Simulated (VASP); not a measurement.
Crystal: Ba.

```xyz
2
Lattice="0.0000 4.2963 4.2963 4.2963 0.0000 4.2963 4.2963 4.2963 0.0000" Properties=species:S:1:pos:R:3 pbc="T T T"
Ba   -1.0741   -1.0741   -1.0741
Ba    1.0741    1.0741    1.0741
```

This isn't the form of Ba at room conditions, which is bcc.

| Quantity | Value |
| --- | --- |
| Program | VASP 6.6.1 |
| Task | relaxation of cell and atoms |
| Functional | PBE |
| Potentials or basis | VASP PAW PBE potentials, release 64 (Ba_sv) |
| Cutoff | 600 eV |
| k mesh | 9 × 9 × 9 |
| Occupations | fermi-dirac, width 0.05 eV |
| Spin | no spin polarisation |

At the start: pressure -0.3 GPa; volume 79.30 Å³/atom.

Q: Where does the relaxation end?

A: Over 10 steps the energy falls by 45.3 meV/atom and the volume is 59.41 Å³/atom (-25.1 %); space group Fd-3m (No. 227, to 0.1 Å) before and after.

The path:
| step | energy change (eV) | largest force (eV/Å) | pressure (GPa) | volume (Å³) |
| --- | --- | --- | --- | --- |
| 1 | 0.0000 | 0.0000 | -0.26 | 158.61 |
| 2 | -0.0052 | 0.0000 | -0.30 | 155.62 |
| 3 | -0.0246 | 0.0000 | -0.41 | 146.89 |
| 4 | -0.0716 | 0.0000 | -0.43 | 130.43 |
| 5 | 0.0005 | 0.0000 | 2.09 | 101.29 |
| 6 | -0.0861 | 0.0000 | -0.26 | 123.93 |
| 7 | -0.0895 | 0.0000 | 0.16 | 116.30 |
| 8 | -0.0906 | 0.0000 | -0.02 | 119.00 |
| 9 | -0.0906 | 0.0000 | 0.02 | 118.29 |
| 10 | -0.0907 | 0.0000 | -0.01 | 118.83 |

Final structure:
```
Ba
1.0
     0.00000    3.90210    3.90210
     3.90210    0.00000    3.90210
     3.90210    3.90210    0.00000
Ba
2
Direct
  0.87500 0.87500 0.87500
  0.12500 0.12500 0.12500
```

Caveat: the volume moved by over 15 % at a fixed basis, so the end points are rough.
